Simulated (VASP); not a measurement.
# Cr (Im-3m) in VASP: notebook, part 3 of 3

VASP 6.6.1. Earlier steps stand in the parts before.

### Step 5. Electric field gradients, LDA, collinear spin, ferromagnetic start (volume scaled by 1.04)

INCAR

```
ALGO = Normal
EDIFF = 1E-8
ENCUT = 520
ISIF = 2
ISMEAR = -1
ISPIN = 2
LASPH = True
LCHARG = False
LEFG = True
LMAXMIX = 4
LORBIT = 11
LREAL = False
LWAVE = False
MAGMOM = 3
NBANDS = 16
NELM = 150
PREC = Accurate
SIGMA = 0.08
```

KPOINTS

```
k-points
0
Gamma
  18 18 18
```

POSCAR

```
Cr
1.0
   -1.4609252023      1.4609252023      1.4609252023
    1.4609252023     -1.4609252023      1.4609252023
    1.4609252023      1.4609252023     -1.4609252023
Cr
1
Direct
    0.0000000000      0.0000000000      0.0000000000
```

Potentials or basis: VASP PAW LDA potentials, release 64 (Cr_pv).

Launch:

```bash
$ cat potpaw_LDA.64/Cr_pv/POTCAR > POTCAR
$ mpirun -np 1 vasp_std > vasp.out
```

OUTCAR:

```text
EDIFF = 1E-8
   ENCUT = 520
   ISIF = 2
   ISMEAR = -1
   ISPIN = 2
   LASPH = True
   LORBIT = 11
   LREAL = False
   NELM = 150
   PREC = Accurate

 ion  position               nearest neighbor table
   1  0.000  0.000  0.000-

  LATTYP: Found a body centered cubic cell.
 ALAT       =     2.9218504046

  Lattice vectors:

 A1 = (  -1.4609252023,   1.4609252023,   1.4609252023)
 A2 = (   1.4609252023,  -1.4609252023,   1.4609252023)
 A3 = (   1.4609252023,   1.4609252023,  -1.4609252023)

Analysis of symmetry for initial positions (statically):
[... 1145 lines left out ...]
---------------------------------------------------------------------
 ion       V_xx      V_yy      V_zz      V_xy      V_xz      V_yz
---------------------------------------------------------------------
   1       0.000    -0.000    -0.000    -0.001    -0.001    -0.001
---------------------------------------------------------------------

 Electric field gradients after diagonalization (V/A^2)
 (convention: |V_zz| > |V_xx| > |V_yy|)
----------------------------------------------------------------------
 ion       V_xx      V_yy      V_zz     asymmetry (V_yy - V_xx)/ V_zz
----------------------------------------------------------------------
   1       0.001     0.001    -0.002       0.000
----------------------------------------------------------------------

           NMR quadrupolar parameters

 Cq : quadrupolar parameter    Cq=e*Q*V_zz/h
 eta: asymmetry parameters     (V_yy - V_xx)/ V_zz
 Q  : nuclear electric quadrupole moment in mb (millibarn)
----------------------------------------------------------------------
 ion       Cq(MHz)       eta       Q (mb)
----------------------------------------------------------------------
   1      -0.000       0.000       1.000
----------------------------------------------------------------------

 total charge

# of ion       s       p       d       tot
------------------------------------------
    1        0.403   6.353   4.152  10.908

 magnetization (x)

# of ion       s       p       d       tot
------------------------------------------
    1        0.000  -0.000   0.000   0.000
```

stdout:

```text
POSCAR found type information on POSCAR Cr
 POSCAR found :  1 types and       1 ions
 scaLAPACK will be used
 LDA part: xc-table for (Slater(with rela. corr.)+CA(PZ))
 , standard interpolation
 POSCAR, INCAR and KPOINTS ok, starting setup
 FFT: planning ... GRIDC
 FFT: planning ... GRID_SOFT
 FFT: planning ... GRID
 WAVECAR not read
 entering main loop
ion   1
```

Run time: 74 s. Hardware: 1 thread of AMD EPYC 7R43 (Zen 3), shared host; peak memory 0.14 GiB.

Results:

* Free energy: -10.4561 eV
* Pressure: -31.2 GPa
* Band gap on the k mesh: zero (filled and empty bands overlap)
* Net moment: 0.00 μB per cell
* Valence electrons inside the program's atomic spheres: Cr 10.91

Levels at points of the mesh, in eV from the Fermi level:
Spin up:
| k point | band 3 | band 4 | band 5 | band 6 | band 7 | band 8 | band 9 | band 10 |
| --- | --- | --- | --- | --- | --- | --- | --- | --- |
| (0.00, 0.00, 0.00) | -42.43 | -7.51 | -0.83 | -0.83 | -0.83 | 0.98 | 0.98 | 5.30 |
| (0.50, 0.00, 0.00) | -42.44 | -4.07 | -2.21 | 0.98 | 1.03 | 1.27 | 2.57 | 5.29 |
| (0.50, 0.50, 0.50) | -42.94 | -3.90 | -3.90 | 2.21 | 2.21 | 2.21 | 5.29 | 9.94 |
Spin down:
```
           k point  band 4  band 5  band 6  band 7  band 8  band 9
(0.00, 0.00, 0.00)   -7.51   -0.83   -0.83   -0.83    0.98    0.98
(0.50, 0.00, 0.00)   -4.07   -2.21    0.98    1.03    1.27    2.57
(0.50, 0.50, 0.50)   -3.90   -3.90    2.21    2.21    2.21    5.29
```

Caveat: the starting moments collapsed, and a magnetic state may lie lower; without QUAD_EFG the Cq values of the log hold for a quadrupole moment of 1 mb, not for the nuclei.

### Step 6. Density of states, LDA, collinear spin, ferromagnetic start

POSCAR

```
Cr
1.0
   -1.4419500000      1.4419500000      1.4419500000
    1.4419500000     -1.4419500000      1.4419500000
    1.4419500000      1.4419500000     -1.4419500000
Cr
1
Direct
    0.0000000000      0.0000000000      0.0000000000
```

INCAR.step1

```
SYSTEM = Cr
PREC     = Accurate       ! precision mode
ENCUT    = 520            ! plane-wave cutoff, eV
EDIFF    = 1E-6           ! SCF threshold, eV
ISMEAR   = -1             ! smearing method
SIGMA    = 0.08           ! smearing width, eV
LREAL    = .FALSE.        ! projectors in reciprocal space
LASPH    = .TRUE.         ! aspherical terms in the spheres
NELM     = 150            ! most SCF steps
ALGO     = Normal         ! electronic algorithm
ISIF     = 2              ! what is computed and relaxed
LWAVE    = .FALSE.        ! write WAVECAR
LCHARG   = .TRUE.         ! write CHGCAR
ISPIN    = 2              ! spin polarisation
MAGMOM   = 3              ! initial moments
LMAXMIX  = 4              ! l up to which the mixer works
NBANDS   = 16             ! bands
```

KPOINTS.step1

```
Automatic mesh
0
G
  18 18 18
  0 0 0
```

INCAR.step2

```
SYSTEM = Cr
PREC     = Accurate       ! precision mode
ENCUT    = 520            ! plane-wave cutoff, eV
EDIFF    = 1E-6           ! SCF threshold, eV
ISMEAR   = -5             ! smearing method
SIGMA    = 0.08           ! smearing width, eV
LREAL    = .FALSE.        ! projectors in reciprocal space
LASPH    = .TRUE.         ! aspherical terms in the spheres
NELM     = 150            ! most SCF steps
ALGO     = Normal         ! electronic algorithm
ISIF     = 2              ! what is computed and relaxed
LWAVE    = .FALSE.        ! write WAVECAR
LCHARG   = .FALSE.        ! write CHGCAR
ISPIN    = 2              ! spin polarisation
MAGMOM   = 3              ! initial moments
LORBIT   = 11             ! projections on sites
LMAXMIX  = 4              ! l up to which the mixer works
NEDOS    = 1001           ! points of the DOS
ICHARG   = 11             ! starting density
```

KPOINTS.step2

```
Automatic mesh
0
G
  27 27 27
  0 0 0
```

Potentials or basis: VASP PAW LDA potentials, release 64 (Cr_pv).

Launch:

```bash
$ cat potpaw_LDA.64/Cr_pv/POTCAR > POTCAR
$ cp INCAR.step1 INCAR
$ cp KPOINTS.step1 KPOINTS
$ mpirun -np 1 vasp_std > vasp.out
$ cp INCAR.step2 INCAR
$ cp KPOINTS.step2 KPOINTS
$ mpirun -np 1 vasp_std > vasp.out
```

It took 2.3 min on 1 thread of AMD EPYC 7R43 (Zen 3), shared host; peak memory 0.29 GiB.

The run converged. Its results:

```
Net moment                                            : 0.00 μB per cell
Valence electrons inside the program's atomic spheres : Cr 10.98
```

Levels at points of the mesh, in eV from the Fermi level:
Spin up:
```csv
k point,band 3,band 4,band 5,band 6,band 7,band 8,band 9,band 10
"(0.00, 0.00, 0.00)",-42.40,-7.66,-0.88,-0.88,-0.88,1.02,1.02,5.31
```
Spin down:
```tsv
k point	band 2	band 3	band 4	band 5	band 6	band 7	band 8	band 9	band 10	band 11
(0.00, 0.00, 0.00)	-42.40	-42.40	-7.66	-0.88	-0.88	-0.88	1.02	1.02	5.31	22.04
```

Caveat: the starting moments collapsed, and a magnetic state may lie lower; tetrahedron occupations give inexact forces and stress in metals.
